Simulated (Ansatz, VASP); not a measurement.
Two plane-wave programs on SiC

INCAR

```
SYSTEM = SiC
PREC = Accurate
ENCUT = 520
EDIFF = 1E-6
ISMEAR = 0
SIGMA = 0.05
LREAL = .False.
LASPH = .True.
NELM = 60
ALGO = Normal
ISIF = 2
LWAVE = .False.
LCHARG = .False.
GGA = PE
NBANDS = 16
```

Contents of KPOINTS:

```
Automatic mesh
0
Gamma
  12 12 6
  0 0 0
```

Contents of POSCAR:

```
SiC
1.0
    3.0919867344      0.0000000000     -0.0309198673
   -1.5459933672      2.6777390602      0.0154599337
   -0.0507376460      0.0000000000      5.0737646004
Si C
2 2
Direct
    0.3333333333      0.6666666667      0.0045636718
    0.6666666667      0.3333333333      0.5045636718
    0.3333333333      0.6666666667      0.3804363282
    0.6666666667      0.3333333333      0.8804363282
```

Input for Ansatz:

```yaml
crystal:
  lattice:
    - [3.0919867344, 0.0, -0.0309198673]
    - [-1.5459933672, 2.6777390602, 0.0154599337]
    - [-0.050737646, 0.0, 5.0737646004]
  atoms:
    - { symbol: Si, position: [0.3333333333, 0.6666666667, 0.0045636718] }
    - { symbol: Si, position: [0.6666666667, 0.3333333333, 0.5045636718] }
    - { symbol: C, position: [0.3333333333, 0.6666666667, 0.3804363282] }
    - { symbol: C, position: [0.6666666667, 0.3333333333, 0.8804363282] }
basis:
  ecutwfc: 420
kpoints:
  mp_grid: { grid: [12, 12, 6] }
hamiltonian:
  xc: pbe
scf:
  occupations: { method: gaussian, width: 0.05 }
output:
  forces: true
  stress: true
  eigenvalues: true
```

Change from the starting cell: strain -0.0200 x Voigt [0, 0, 0, 0, 1, 0], atoms carried along.

Alike in both runs: task single point; functional PBE; k mesh 12 × 12 × 6; occupations gaussian, width 0.05 eV; no spin polarisation.

```csv
,VASP,Ansatz
version,VASP 6.6.1,Ansatz 0.2.0
potentials or method,"VASP PAW PBE potentials, release 64 (Si, C), cutoff 520 eV","scalar-relativistic, plane waves, PAW"
valence electrons in the cell,16,16
```

VASP gave:

- gap on the k mesh at the Fermi level (eV): 2.28
- least direct gap on the mesh (eV): 3.94
- pressure (GPa): 0.0
- traceless stress, the component that is largest in VASP (GPa): 3.27
- rms of the force components (eV/Å): 0.063

**Question.** Which values does Ansatz return?

**Answer.** gap on the k mesh at the Fermi level (eV): 2.28; least direct gap on the mesh (eV): 3.94; pressure (GPa): 0.0; traceless stress, the component that is largest in VASP (GPa): 3.26; rms of the force components (eV/Å): 0.063.

Atom by atom the forces differ by 0.000 eV/Å (rms over components).
